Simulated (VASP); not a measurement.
# Ir (I4/mmm) in VASP: single point with r2SCAN

Aim: the single point of Ir with r2SCAN.

Everything below comes from runs of VASP 6.6.1. Logs are shortened: lines on timing, memory, paths and dates and some standing lists are left out, and cuts for length are marked.

## (1) The cell of the first run

The structure is tetragonal, space group I4/mmm (No. 139). Conventional cell: a = 2.722 Å, b = 2.722 Å, c = 3.840 Å, α = 90.00°, β = 90.00°, γ = 90.00°. Ir (site symmetry 4/mmm) has 12 Ir at 2.72 Å within 3.6 Å.

## (2) Single point, r2SCAN

POSCAR

```
Ir
1.0
    3.8492788677      0.0000000000     -0.0000000001
    0.0000000000      3.8492788677      0.0000000000
   -1.9246394338      0.0000000000      1.9198889802
Ir
2
Direct
    0.0000000000      0.0000000000      0.0000000000
    0.5000000000      0.5000000000      0.0000000000
```

INCAR.step1

```
PREC = Accurate ; ENCUT = 620
ISMEAR = 0 ; SIGMA = 0.1
LREAL = F ; LASPH = T
NELM = 120 ; NBANDS = 24
GGA = PE ; ALGO = Normal
EDIFF = 1E-5 ; LWAVE = T
LCHARG = F ; GGA_COMPAT = F
```

INCAR.step2

```
PREC = Accurate ; ENCUT = 620
EDIFF = 1E-6 ; ISMEAR = 0
SIGMA = 0.1 ; LREAL = F
LASPH = T ; NELM = 120
ALGO = Normal ; ISIF = 2
LWAVE = F ; LCHARG = T
METAGGA = R2SCAN ; LMIXTAU = T
LELF = T ; LVHAR = T
NBANDS = 24 ; ISTART = 1
GGA_COMPAT = F
```

KPOINTS

```
regular mesh
0
Gamma
  9 9 18
```

Potentials or basis: VASP PAW PBE potentials, release 64 (Ir_sv_GW).

The run is started by

```bash
> cat potpaw_PBE.64/Ir_sv_GW/POTCAR > POTCAR
> cp INCAR.step1 INCAR
> mpirun -np 1 vasp_std > vasp.out
> cp INCAR.step2 INCAR
> mpirun -np 1 vasp_std > vasp.out
```

OUTCAR:

```text
PREC = Accurate
   ENCUT = 620
   EDIFF = 1E-6
   ISMEAR = 0
   LREAL = F
   LASPH = T
   NELM = 120
   ISIF = 2
   METAGGA = R2SCAN
   ISTART = 1

 ion  position               nearest neighbor table
   1  0.000  0.000  0.000-   2 2.72   2 2.72   2 2.72   2 2.72   2 2.72   2 2.72   2 2.72   2 2.72

   2  0.500  0.500  0.000-   1 2.72   1 2.72   1 2.72   1 2.72   1 2.72   1 2.72   1 2.72   1 2.72

  LATTYP: Found a base centered orthorhombic cell.
 ALAT       =     3.8397779603
 B/A-ratio  =     1.0024743377
 C/A-ratio  =     1.0024743377

  Lattice vectors:

 A1 = (  -1.9246394338,   0.0000000000,   1.9198889802)
 A2 = (   1.9246394339,   0.0000000000,   1.9198889801)
 A3 = (   0.0000000000,   3.8492788677,   0.0000000000)

Analysis of symmetry for initial positions (statically):
=====================================================================
 Subroutine PRICEL returns following result:

  LATTYP: Found a body centered tetragonal cell.
 ALAT       =     2.7218511900
 C/A-ratio  =     1.4107229574

  Lattice vectors:

 A1 = (  -0.0000000001,   1.9246394338,  -1.9198889802)
 A2 = (  -0.0000000001,  -1.9246394338,  -1.9198889802)
 A3 = (  -1.9246394338,   0.0000000000,   1.9198889802)

   2 primitive cells build up your supercell.

 Routine SETGRP: Setting up the symmetry group for a
 base centered orthorhombic supercell.

 Subroutine GETGRP returns: Found  8 space group operations
 (whereof  8 operations were pure point group operations)
 out of a pool of  8 trial point group operations.

The static configuration has the point symmetry D_2h.

Analysis of symmetry for dynamics (positions and initial velocities):
=====================================================================
 Subroutine PRICEL returns following result:

  LATTYP: Found a body centered tetragonal cell.
 ALAT       =     2.7218511900
 C/A-ratio  =     1.4107229574

  Lattice vectors:

 A1 = (  -0.0000000001,   1.9246394338,  -1.9198889802)
 A2 = (  -0.0000000001,  -1.9246394338,  -1.9198889802)
 A3 = (  -1.9246394338,   0.0000000000,   1.9198889802)

   2 primitive cells build up your supercell.

 Routine SETGRP: Setting up the symmetry group for a
 base centered orthorhombic supercell.

 Subroutine GETGRP returns: Found  8 space group operations
 (whereof  8 operations were pure point group operations)
 out of a pool of  8 trial point group operations.

The dynamic configuration has the point symmetry D_2h.

 Subroutine INISYM returns: Found  8 space group operations
 (whereof  8 operations are pure point group operations),
 and found     2 'primitive' translations

----------------------------------------------------------------------------------------

                                     Primitive cell

  volume of cell :      14.2234

  direct lattice vectors                    reciprocal lattice vectors
    -0.000000000  1.924639434 -1.919888980    -0.259788920  0.259788920 -0.260431726
    -0.000000000 -1.924639434 -1.919888980    -0.259788920 -0.259788920 -0.260431726
    -1.924639434  0.000000000  1.919888980    -0.519577840  0.000000000  0.000000000

  length of vectors
     2.718494187  2.718494187  2.718494187     0.450339039  0.450339039  0.519577840

  position of ions in fractional coordinates (direct lattice)
     0.000000000  0.000000000  0.000000000

  ion indices of the primitive-cell ions
   primitive index   ion index
                 1           1

----------------------------------------------------------------------------------------

 KPOINTS: regular mesh

Automatic generation of k-mesh.
 Grid dimensions read from file:
 generate k-points for:    9    9   18

 Generating k-lattice:

  Cartesian coordinates                     Fractional coordinates (reciprocal lattice)
     0.028865436  0.000000000  0.028936858     0.111111111  0.000000000 -0.000000000
     0.000000000  0.028865436  0.000000000     0.000000000  0.111111111  0.000000000
     0.000000000  0.000000000  0.028936858     0.000000000  0.000000000  0.055555556

  Length of vectors
     0.040872425  0.028865436  0.028936858

  Shift w.r.t. Gamma in fractional coordinates (k-lattice)
     0.000000000  0.000000000  0.000000000

 Subroutine IBZKPT returns following result:
 ===========================================

 Found    250 irreducible k-points:

 Following reciprocal coordinates:
            Coordinates               Weight
  0.000000  0.000000  0.000000      1.000000
  0.111111  0.000000 -0.000000      4.000000
  0.222222  0.000000  0.000000      4.000000
  0.333333  0.000000  0.000000      4.000000
  0.444444  0.000000  0.000000      4.000000
  0.000000  0.111111  0.000000      2.000000
[... 16 lines left out ...]
  0.222222  0.444444  0.000000      8.000000
  0.333333  0.444444  0.000000      8.000000
 [... further k-points ...]
   k-points           NKPTS =    250   k-points in BZ     NKDIM =    250   number of bands    NBANDS=     24
   number of dos      NEDOS =    301   number of ions     NIONS =      2
   total plane-waves  NPLWV =  24576
   dimension x,y,z NGX =    32 NGY =   32 NGZ =   24
   dimension x,y,z NGXF=    64 NGYF=   64 NGZF=   48
   ions per type =               2
   NGX,Y,Z   is equivalent  to a cutoff of  13.82, 13.82, 14.68 a.u.
   NGXF,Y,Z  is equivalent  to a cutoff of  27.64, 27.64, 29.35 a.u.
 SYSTEM =  unknown system
   PREC   = accura    normal or accurate (medium, high low for compatibility)
   ISTART =      1    job   : 0-new  1-cont  2-samecut
   ICHARG =      0    charge: 1-file 2-atom 10-const
   ISPIN  =      1    spin polarized calculation?
   LNONCOLLINEAR =      F non collinear calculations
   LSORBIT =      F    spin-orbit coupling
   LASPH  =      T    aspherical Exc in radial PAW
   ENCUT  =  620.0 eV  45.57 Ry    6.75 a.u.   7.82  7.82  5.52*2*pi/ulx,y,z
   NELM   =    120;   NELMIN=  2; NELMDL=  0     # of ELM steps
   EDIFF  = 0.1E-05   stopping-criterion for ELM
   LREAL  =      F    real-space projection
   EDIFFG = 0.1E-04   stopping-criterion for IOM
   NSW    =      0    number of steps for IOM
   IBRION =     -1    ionic relax: 0-MD 1-quasi-New 2-CG
   NFREE  =      0    steps in history (QN), initial steepest desc. (CG)
   ISIF   =      2    stress and relaxation
   ISYM   =      2    0-nonsym 1-usesym 2-fastsym
   POTIM  = 0.5000    time-step for ionic-motion
   TEBEG  =    0.0;   TEEND  =   0.0 temperature during run
   PSTRESS=    0.0 pullay stress
   NELECT =      34.0000    total number of electrons
   NUPDOWN=      -1.0000    fix difference up-down
   EMIN   =  10.00;   EMAX   =-10.00  energy-range for DOS
   EFERMI =   0.00;   METHOD = LEGACY
   ISMEAR =     0;   SIGMA  =   0.10  broadening in eV -4-tet -1-fermi 0-gaus
   EFERMI_NEDOS =   21; number of points for ismear=-14 and -15
   IALGO  =     38    algorithm
   IMIX   =      4    mixing-type and parameters
     AMIX     =   0.40;   BMIX     =  1.00
     AMIX_MAG =   1.60;   BMIX_MAG =  1.00
  volume/ion in A,a.u.               =      14.22        95.98
  Fermi-wavevector in a.u.,A,eV,Ry     =   1.737359  3.283132 41.068037  3.018416
  Thomas-Fermi vector in A             =   2.810597
   LORBIT       =      0    0 simple, 1 ext, 2 COOP (PROOUT), +10 PAW based schemes
   METAGGA = R2SCAN    functional components
   LHFCALC =     F    Hartree Fock is set to
   AEXX    =    0.0000 exact exchange contribution
   IVDW    =     0    specifies the selected vdW correction
   LEPSILON=     F    determine dielectric tensor
   LRPA    =     F    only Hartree local field effects (RPA)
 non-spin polarized calculation
 Gauss-broadening in eV      SIGMA  =   0.10
  energy-cutoff  :      620.00
  volume of cell :       28.45
 maximum number of plane-waves:      1021
   NGX = 15   NGY = 15   NGZ = 11

 number of electron      34.0000000 magnetization

 Free energy of the ion-electron system (eV)
  ---------------------------------------------------
  ext. energy  EPLUGINS =         0.00000000
  ---------------------------------------------------
  free energy    TOTEN  =      -105.82690382 eV

  energy without entropy =     -105.81784883  energy(sigma->0) =     -105.82237633

 E-fermi :  12.5726     XC(G=0): -15.8598

 val. band max:       12.5707367665   @ k =   0.3333   0.1111   0.0556
 cond. band min:      12.5732991204   @ k =   0.4444   0.4444   0.1667
 fundamental gap:      0.0025623539
 Fermi energy:        12.5725636811

 k-point     1 :       0.0000    0.0000    0.0000
  band No.  band energies     occupation
      1     -82.4893      2.00000
      2     -82.3917      2.00000
      3     -39.0698      2.00000
      4     -38.5930      2.00000
      5     -38.5909      2.00000
      6     -38.2879      2.00000
[... 16 lines left out ...]
     23      24.6216      0.00000
     24      26.8403      0.00000

 k-point     2 :       0.1111    0.0000   -0.0000
  band No.  band energies     occupation
      1     -82.4834      2.00000
      2     -82.3922      2.00000
      3     -39.0421      2.00000
      4     -38.6358      2.00000
      5     -38.5787      2.00000
      6     -38.3496      2.00000
[... 16 lines left out ...]
     23      25.5275      0.00000
     24      27.4879      0.00000

 k-point     3 :       0.2222    0.0000    0.0000
  band No.  band energies     occupation
      1     -82.4676      2.00000
      2     -82.3935      2.00000
      3     -38.9633      2.00000
      4     -38.7416      2.00000
      5     -38.5416      2.00000
      6     -38.5107      2.00000
[... 16 lines left out ...]
     23      27.8573      0.00000
     24      29.1005      0.00000

 k-point     4 :       0.3333    0.0000    0.0000
  band No.  band energies     occupation
      1     -82.4464      2.00000
      2     -82.3982      2.00000
      3     -38.8503      2.00000
      4     -38.8466      2.00000
      5     -38.7011      2.00000
      6     -38.4886      2.00000
[... 16 lines left out ...]
     23      27.7336      0.00000
     24      30.4448      0.00000

 k-point     5 :       0.4444    0.0000    0.0000
  band No.  band energies     occupation
      1     -82.4251      2.00000
      2     -82.4085      2.00000
      3     -38.8976      2.00000
      4     -38.8462      2.00000
      5     -38.7101      2.00000
      6     -38.5734      2.00000
[... 451 lines left out ...]
 k-point    22 :       0.1111    0.4444   -0.0000
  band No.  band energies     occupation
      1     -82.4455      2.00000
      2     -82.4298      2.00000
      3     -38.7971      2.00000
      4     -38.6842      2.00000
      5     -38.4711      2.00000
      6     -38.4609      2.00000
[... 16 lines left out ...]
     23      30.7233      0.00000
     24      30.9378      0.00000

 k-point    23 :       0.2222    0.4444    0.0000
  band No.  band energies     occupation
      1     -82.4369      2.00000
      2     -82.4241      2.00000
      3     -38.9013      2.00000
      4     -38.8271      2.00000
      5     -38.4669      2.00000
      6     -38.4449      2.00000
[... 16 lines left out ...]
     23      29.4976      0.00000
     24      29.5605      0.00000

 k-point    24 :       0.3333    0.4444    0.0000
  band No.  band energies     occupation
      1     -82.4263      2.00000
      2     -82.4179      2.00000
      3     -39.0268      2.00000
      4     -38.9854      2.00000
      5     -38.4460      2.00000
      6     -38.4248      2.00000
[... 16 lines left out ...]
     23      27.8127      0.00000
     24      27.9147      0.00000

 [... further k-points ...]
[... 5 lines left out ...]
  --------------------------------------------------------------------------------------
  -------------------------------------------------------------------------------------
  Total       -0.3368365     -0.3367368     -0.1648528      0.0000000      0.0000000      0.0000000
  in kB      -18.9712044    -18.9655884     -9.2847877      0.0000000      0.0000000      0.0000000
  external PRESSURE =     -15.7405268 kB  Pullay stress =       0.0000000 kB

 VOLUME and BASIS-vectors are now :
 -----------------------------------------------------------------------------
  energy-cutoff  :      620.00
  volume of cell :       28.45
      direct lattice vectors                 reciprocal lattice vectors
     3.849278868  0.000000000 -0.000000000     0.259788920  0.000000000  0.260431726
     0.000000000  3.849278868  0.000000000     0.000000000  0.259788920  0.000000000
    -1.924639434  0.000000000  1.919888980     0.000000000  0.000000000  0.520863451

 POSITION                                       TOTAL-FORCE (eV/Angst)
 -----------------------------------------------------------------------------------
      0.00000      0.00000      0.00000         0.000000     -0.000000      0.000000
      1.92464      1.92464     -0.00000        -0.000000      0.000000     -0.000000
 -----------------------------------------------------------------------------------
    total drift:                                0.000000     -0.000000     -0.000000

  FREE ENERGIE OF THE ION-ELECTRON SYSTEM (eV)
  ---------------------------------------------------
  free  energy   TOTEN  =      -105.8269038220 eV

  energy  without entropy=     -105.8178488297  energy(sigma->0) =     -105.82237633
```

Run time: 8.7 min. Hardware: 1 thread of Intel Xeon Platinum 8259CL at 2.50GHz (Skylake/Cascade Lake), shared host; peak memory 0.32 GiB.

Results:

```yaml
Free_energy: -105.8269 eV
Pressure: -1.6 GPa
Band_gap_on_the_k_mesh: zero (bands 17 and 18 overlap by 3.03 eV)
```

Caveat: the PAW data sets were made with another functional, which shifts forces and pressure a little; spin-orbit coupling is left out, which moves the levels of the heavy elements.
